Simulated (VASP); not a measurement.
# TaN (Fmm2) in VASP: further runs

The runs below take TaN through single point, with LDA.

All numbers are computed with VASP 6.6.1; they aren't measurements. Logs are shortened: lines on timing, memory, paths and dates and some standing lists are left out, and cuts for length are marked.

### Step 1. The cell of the first run

Symmetry: Fmm2, No. 42, orthorhombic system. Conventional cell: a = 4.349 Å, b = 4.522 Å, c = 4.522 Å, α = 90.00°, β = 90.00°, γ = 90.00°. Ta (site symmetry mm2) has 6 N at 2.06 to 2.47 Å within 2.7 Å. Within 2.7 Å of N (site symmetry mm2) lie 6 Ta at 2.06 to 2.47 Å.

### Step 2. Single point, LDA (atoms displaced along a vibrational mode, the cell strained)

INCAR reads:

```
SYSTEM = TaN
PREC = Accurate
ENCUT = 520
EDIFF = 1E-7
ISMEAR = 0
SIGMA = 0.15
LREAL = .FALSE.
LASPH = .TRUE.
NELM = 60
ALGO = Normal
ISIF = 2
LWAVE = .FALSE.
LCHARG = .FALSE.
NBANDS = 15
```

KPOINTS reads:

```
Automatic mesh
0
G
  18 18 18
  0 0 0
```

POSCAR reads:

```
TaN
1.0
    0.0000000000      2.2612401490      2.1742693740
    2.2612401490      0.0000000000      2.1742693740
    2.2612401490      2.2612401490      0.0000000000
Ta N
1 1
Direct
    0.4967281469      0.5032718531      0.5032718531
    0.0422670719     -0.0422670719     -0.0422670719
```

Potentials or basis: VASP PAW LDA potentials, release 64 (Ta_pv, N).

Run with:

```bash
$ cat potpaw_LDA.64/Ta_pv/POTCAR potpaw_LDA.64/N/POTCAR > POTCAR
$ mpirun -np 1 vasp_std > vasp.out
```

OUTCAR:

```text
SYSTEM = TaN
   PREC = Accurate
   ENCUT = 520
   EDIFF = 1E-7
   ISMEAR = 0
   LREAL = .FALSE.
   LASPH = .TRUE.
   NELM = 60
   ISIF = 2

 ion  position               nearest neighbor table
   1  0.497  0.503  0.503-   2 2.06   2 2.18   2 2.18   2 2.27   2 2.27   2 2.47
   2  0.042  0.958  0.958-   1 2.06   1 2.18   1 2.18   1 2.27   1 2.27   1 2.47

  LATTYP: Found a body centered tetragonal cell.
 ALAT       =     3.1978764865
 C/A-ratio  =     1.3598207330

  Lattice vectors:

 A1 = (   0.0000000000,  -2.2612401490,  -2.1742693740)
 A2 = (   0.0000000000,   2.2612401490,  -2.1742693740)
 A3 = (   2.2612401490,   0.0000000000,   2.1742693740)

Analysis of symmetry for initial positions (statically):
=====================================================================
 Subroutine PRICEL returns:
 Original cell was already a primitive cell.

 Routine SETGRP: Setting up the symmetry group for a
 body centered tetragonal supercell.

 Subroutine GETGRP returns: Found  4 space group operations
 (whereof  4 operations were pure point group operations)
 out of a pool of 16 trial point group operations.

The static configuration has the point symmetry C_2v.

Analysis of symmetry for dynamics (positions and initial velocities):
=====================================================================
 Subroutine PRICEL returns:
 Original cell was already a primitive cell.

 Routine SETGRP: Setting up the symmetry group for a
 body centered tetragonal supercell.

 Subroutine GETGRP returns: Found  4 space group operations
 (whereof  4 operations were pure point group operations)
 out of a pool of 16 trial point group operations.

The dynamic configuration has the point symmetry C_2v.

 Subroutine INISYM returns: Found  4 space group operations
 (whereof  4 operations are pure point group operations),
 and found     1 'primitive' translations

----------------------------------------------------------------------------------------

                                     Primitive cell

  volume of cell :      22.2350

  direct lattice vectors                    reciprocal lattice vectors
     0.000000000  2.261240149  2.174269374    -0.221117602  0.221117602  0.229962306
     2.261240149  0.000000000  2.174269374     0.221117602 -0.221117602  0.229962306
     2.261240149  2.261240149  0.000000000     0.221117602  0.221117602 -0.229962306

  length of vectors
     3.136981722  3.136981722  3.197876486     0.388160599  0.388160599  0.388160599

  position of ions in fractional coordinates (direct lattice)
     0.496728147  0.503271853  0.503271853
     0.042267072  0.957732928  0.957732928

  ion indices of the primitive-cell ions
   primitive index   ion index
                 1           1
                 2           2

----------------------------------------------------------------------------------------

 KPOINTS: Automatic mesh

Automatic generation of k-mesh.
 Grid dimensions read from file:
 generate k-points for:   18   18   18

 Generating k-lattice:

  Cartesian coordinates                     Fractional coordinates (reciprocal lattice)
    -0.012284311  0.012284311  0.012775684     0.055555556 -0.000000000  0.000000000
     0.012284311 -0.012284311  0.012775684    -0.000000000  0.055555556  0.000000000
     0.012284311  0.012284311 -0.012775684     0.000000000  0.000000000  0.055555556

  Length of vectors
     0.021564478  0.021564478  0.021564478

  Shift w.r.t. Gamma in fractional coordinates (k-lattice)
     0.000000000  0.000000000  0.000000000

 Subroutine IBZKPT returns following result:
 ===========================================

 Found    865 irreducible k-points:

 Following reciprocal coordinates:
            Coordinates               Weight
  0.000000  0.000000  0.000000      1.000000
  0.055556  0.000000  0.000000      8.000000
  0.111111  0.000000  0.000000      8.000000
  0.166667  0.000000  0.000000      8.000000
  0.222222  0.000000  0.000000      8.000000
  0.277778  0.000000  0.000000      8.000000
[... 16 lines left out ...]
 -0.277778  0.055556  0.000000      8.000000
 -0.222222  0.055556  0.000000      8.000000
 [... further k-points ...]
   k-points           NKPTS =    865   k-points in BZ     NKDIM =    865   number of bands    NBANDS=     15
   number of dos      NEDOS =    301   number of ions     NIONS =      2
   total plane-waves  NPLWV =  13824
   dimension x,y,z NGX =    24 NGY =   24 NGZ =   24
   dimension x,y,z NGXF=    48 NGYF=   48 NGZF=   48
   ions per type =               1   1
   NGX,Y,Z   is equivalent  to a cutoff of  12.72, 12.72, 12.48 a.u.
   NGXF,Y,Z  is equivalent  to a cutoff of  25.44, 25.44, 24.95 a.u.
 SYSTEM =  TaN
   PREC   = accura    normal or accurate (medium, high low for compatibility)
   ISTART =      0    job   : 0-new  1-cont  2-samecut
   ICHARG =      2    charge: 1-file 2-atom 10-const
   ISPIN  =      1    spin polarized calculation?
   LNONCOLLINEAR =      F non collinear calculations
   LSORBIT =      F    spin-orbit coupling
   LASPH  =      T    aspherical Exc in radial PAW
   ENCUT  =  520.0 eV  38.22 Ry    6.18 a.u.   5.83  5.83  5.95*2*pi/ulx,y,z
   NELM   =     60;   NELMIN=  2; NELMDL= -5     # of ELM steps
   EDIFF  = 0.1E-06   stopping-criterion for ELM
   LREAL  =      F    real-space projection
   EDIFFG = 0.1E-05   stopping-criterion for IOM
   NSW    =      0    number of steps for IOM
   IBRION =     -1    ionic relax: 0-MD 1-quasi-New 2-CG
   NFREE  =      0    steps in history (QN), initial steepest desc. (CG)
   ISIF   =      2    stress and relaxation
   ISYM   =      2    0-nonsym 1-usesym 2-fastsym
   POTIM  = 0.5000    time-step for ionic-motion
   TEBEG  =    0.0;   TEEND  =   0.0 temperature during run
   PSTRESS=    0.0 pullay stress
   NELECT =      16.0000    total number of electrons
   NUPDOWN=      -1.0000    fix difference up-down
   EMIN   =  10.00;   EMAX   =-10.00  energy-range for DOS
   EFERMI =   0.00;   METHOD = LEGACY
   ISMEAR =     0;   SIGMA  =   0.15  broadening in eV -4-tet -1-fermi 0-gaus
   EFERMI_NEDOS =   21; number of points for ismear=-14 and -15
   IALGO  =     38    algorithm
   IMIX   =      4    mixing-type and parameters
     AMIX     =   0.40;   BMIX     =  1.00
     AMIX_MAG =   1.60;   BMIX_MAG =  1.00
  volume/ion in A,a.u.               =      11.12        75.02
  Fermi-wavevector in a.u.,A,eV,Ry     =   1.467020  2.772265 29.281731  2.152147
  Thomas-Fermi vector in A             =   2.582687
   LORBIT       =      0    0 simple, 1 ext, 2 COOP (PROOUT), +10 PAW based schemes
   GGA     = CA    functional components
   LHFCALC =     F    Hartree Fock is set to
   AEXX    =    0.0000 exact exchange contribution
   IVDW    =     0    specifies the selected vdW correction
   LEPSILON=     F    determine dielectric tensor
   LRPA    =     F    only Hartree local field effects (RPA)
 non-spin polarized calculation
 Gauss-broadening in eV      SIGMA  =   0.15
  energy-cutoff  :      520.00
  volume of cell :       22.23
 maximum number of plane-waves:       612
   NGX = 11   NGY = 11   NGZ = 11

 number of electron      16.0000000 magnetization

 Free energy of the ion-electron system (eV)
  ---------------------------------------------------
  ext. energy  EPLUGINS =         0.00000000
  ---------------------------------------------------
  free energy    TOTEN  =       -23.90084118 eV

  energy without entropy =      -23.89089304  energy(sigma->0) =      -23.89586711

 E-fermi :   8.7838     XC(G=0): -13.4018

 val. band max:        8.7797087962   @ k =   0.0000  -0.2778   0.2778
 cond. band min:       8.7852575400   @ k =   0.2778   0.2222   0.0556
 fundamental gap:      0.0055487439
 Fermi energy:         8.7838090123

 k-point     1 :       0.0000    0.0000    0.0000
  band No.  band energies     occupation
      1     -26.7303      2.00000
      2     -26.6965      2.00000
      3     -26.6731      2.00000
      4      -9.3698      2.00000
      5       4.4234      2.00000
      6       4.4458      2.00000
      7       4.5685      2.00000
      8       6.7854      2.00000
      9       7.7772      2.00000
     10       7.9145      2.00000
     11       8.7584      1.18926
     12       9.7354      0.00000
     13      10.5766      0.00000
     14      18.2550      0.00000
     15      20.2745      0.00000

 k-point     2 :       0.0556    0.0000    0.0000
  band No.  band energies     occupation
      1     -26.7429      2.00000
      2     -26.7057      2.00000
      3     -26.6801      2.00000
      4      -9.2998      2.00000
      5       3.9615      2.00000
      6       4.3829      2.00000
      7       4.6230      2.00000
      8       6.8273      2.00000
      9       7.6893      2.00000
     10       7.8112      2.00000
     11       9.1628      0.00035
     12       9.9758      0.00000
     13      10.8604      0.00000
     14      18.4756      0.00000
     15      20.2744      0.00000

 k-point     3 :       0.1111    0.0000    0.0000
  band No.  band energies     occupation
      1     -26.7998      2.00000
      2     -26.7223      2.00000
      3     -26.6889      2.00000
      4      -9.0957      2.00000
      5       3.2731      2.00000
      6       4.0209      2.00000
      7       4.3769      2.00000
      8       6.9756      2.00000
      9       7.6624      2.00000
     10       7.7958      2.00000
     11       9.9667      0.00000
     12      10.5975      0.00000
     13      11.5496      0.00000
     14      19.0958      0.00000
     15      20.2742      0.00000

 k-point     4 :       0.1667    0.0000    0.0000
  band No.  band energies     occupation
      1     -26.9002      2.00000
      2     -26.7375      2.00000
      3     -26.6977      2.00000
      4      -8.7751      2.00000
      5       2.4856      2.00000
      6       3.5310      2.00000
      7       3.8695      2.00000
      8       7.2490      2.00000
      9       7.8668      2.00000
     10       7.9750      2.00000
     11      10.9117      0.00000
     12      11.4447      0.00000
     13      12.4024      0.00000
     14      19.9744      0.00000
     15      20.2741      0.00000
[... 307 lines left out ...]
 k-point    22 :      -0.3333    0.0556    0.0000
  band No.  band energies     occupation
      1     -27.2959      2.00000
      2     -26.7861      2.00000
      3     -26.7533      2.00000
      4      -7.3246      2.00000
      5      -0.0351      2.00000
      6       1.9997      2.00000
      7       2.3536      2.00000
      8       8.7678      1.11976
      9       9.4655      0.00000
     10      10.0506      0.00000
     11      13.3878      0.00000
     12      14.2487      0.00000
     13      15.1086      0.00000
     14      20.0041      0.00000
     15      20.3278      0.00000

 k-point    23 :      -0.2778    0.0556    0.0000
  band No.  band energies     occupation
      1     -27.1861      2.00000
      2     -26.7694      2.00000
      3     -26.7449      2.00000
      4      -7.7693      2.00000
      5       0.6270      2.00000
      6       2.3382      2.00000
      7       2.7440      2.00000
      8       8.1628      2.00000
      9       8.8734      0.39806
     10       9.4944      0.00000
     11      13.2399      0.00000
     12      13.4247      0.00000
     13      14.1638      0.00000
     14      20.2543      0.00000
     15      20.7439      0.00000

 k-point    24 :      -0.2222    0.0556    0.0000
  band No.  band energies     occupation
      1     -27.0630      2.00000
      2     -26.7522      2.00000
      3     -26.7334      2.00000
      4      -8.2211      2.00000
      5       1.3743      2.00000
      6       2.7774      2.00000
      7       3.1926      2.00000
      8       7.6454      2.00000
      9       8.4262      1.99925
     10       8.9167      0.21025
     11      12.3338      0.00000
     12      12.8489      0.00000
     13      13.1868      0.00000
     14      20.2694      0.00000
     15      21.0174      0.00000

 [... further k-points ...]
[... 5 lines left out ...]
  --------------------------------------------------------------------------------------
  -------------------------------------------------------------------------------------
  Total       -1.7228872     -3.9226518     -1.3055293      0.0000000      0.0000000      0.0000000
  in kB     -124.1454201   -282.6530108    -94.0720250      0.0000000      0.0000000      0.0000000
  external PRESSURE =    -166.9568186 kB  Pullay stress =       0.0000000 kB

 VOLUME and BASIS-vectors are now :
 -----------------------------------------------------------------------------
  energy-cutoff  :      520.00
  volume of cell :       22.23
      direct lattice vectors                 reciprocal lattice vectors
     0.000000000  2.261240149  2.174269374    -0.221117602  0.221117602  0.229962306
     2.261240149  0.000000000  2.174269374     0.221117602 -0.221117602  0.229962306
     2.261240149  2.261240149  0.000000000     0.221117602  0.221117602 -0.229962306

 POSITION                                       TOTAL-FORCE (eV/Angst)
 -----------------------------------------------------------------------------------
      2.27604      2.26124      2.17427        -1.175393      0.000000      0.000000
      4.33133      2.26124      2.17427         1.175393      0.000000      0.000000
 -----------------------------------------------------------------------------------
    total drift:                               -0.000044     -0.000000     -0.000000

  FREE ENERGIE OF THE ION-ELECTRON SYSTEM (eV)
  ---------------------------------------------------
  free  energy   TOTEN  =       -23.9008411845 eV

  energy  without entropy=      -23.8908930450  energy(sigma->0) =      -23.89586711
```

Run time: 2.5 min. Hardware: 1 thread of Intel Xeon Platinum 8259CL at 2.50GHz (Skylake/Cascade Lake), shared host; peak memory 0.38 GiB.

What came out:

- Free energy: -23.9008 eV
- Pressure: -16.7 GPa
- Largest force: 1.175 eV/Å
- Band gap on the k mesh: zero (bands 8 and 9 overlap by 3.00 eV)

Forces on the atoms (eV/Å):
```
Ta  -1.175  0.000  0.000
N    1.175  0.000  0.000
```

Caveat: the cell differs from its parent crystal (atoms displaced along a vibrational mode, the cell strained); the cell stands under tension; spin-orbit coupling is left out, which moves the levels of the heavy elements; forces of over 1 eV/Å act on the atoms, so gaps and moduli don't describe the material at rest.

### Step 3. Single point, LDA (atoms displaced along a vibrational mode, the cell strained)

INCAR reads:

```
PREC = Accurate ; ENCUT = 520
EDIFF = 1E-6 ; ISMEAR = 0
SIGMA = 0.15 ; LREAL = False
LASPH = True ; NELM = 60
ALGO = Normal ; ISIF = 2
LWAVE = False ; LCHARG = False
GGA = CA ; NBANDS = 15
```

KPOINTS reads:

```
Automatic mesh
0
Gamma
  18 18 18
```

POSCAR reads:

```
TaN
1.0
    0.0000000000      2.2031871567      2.1742693740
    2.2031871567      0.0000000000      2.1742693740
    2.2031871567      2.2031871567      0.0000000000
Ta N
1 1
Direct
    0.4967281469      0.5032718531      0.5032718531
    0.0422670719     -0.0422670719     -0.0422670719
```

Potentials or basis: VASP PAW LDA potentials, release 64 (Ta_pv, N).

Run with:

```bash
$ cat potpaw_LDA.64/Ta_pv/POTCAR potpaw_LDA.64/N/POTCAR > POTCAR
$ mpirun -np 1 vasp_std > vasp.out
```

Wall time 3.6 min (1 thread of Intel Xeon Platinum 8175M at 2.50GHz (Skylake/Cascade Lake), shared host); peak memory 0.37 GiB.

Results (log left out):

* Free energy: -23.9762 eV
* Pressure: -0.6 GPa
* Largest force: 1.893 eV/Å
* Band gap on the k mesh: zero (bands 8 and 9 overlap by 3.26 eV)

Forces in eV/Å, atoms in the order of the input:
```
Ta  -1.893  0.000  0.000
N    1.893  0.000  0.000
```

Stress tensor (GPa, compression positive):
```
10.08  0.00  0.00
 0.00 -9.97  0.00
 0.00  0.00 -1.98
```

Levels at points of the mesh, in eV from the Fermi level:
```
           k point  band 5  band 6  band 7  band 8  band 9  band 10  band 11  band 12
(0.00, 0.00, 0.00)   -4.54   -4.50   -4.50   -2.06   -1.10    -1.06     0.15     1.20
(0.50, 0.00, 0.00)  -10.25   -7.51   -7.44    1.78    2.00     2.08     3.87     7.05
(0.50, 0.50, 0.00)   -6.58   -6.41   -4.71   -3.26    2.50     3.67     3.70     4.52
(0.50, 0.00, 0.50)   -6.56   -6.55   -4.69   -3.15    2.49     3.57     3.78     4.54
(0.00, 0.50, 0.50)   -6.41   -5.41   -4.53   -4.48    2.24     3.56     3.74     4.02
```

Caveat: the cell differs from its parent crystal (atoms displaced along a vibrational mode, the cell strained); spin-orbit coupling is left out, which moves the levels of the heavy elements; forces of over 1 eV/Å act on the atoms, so gaps and moduli don't describe the material at rest.

(Part 1 of 3 ends here.)
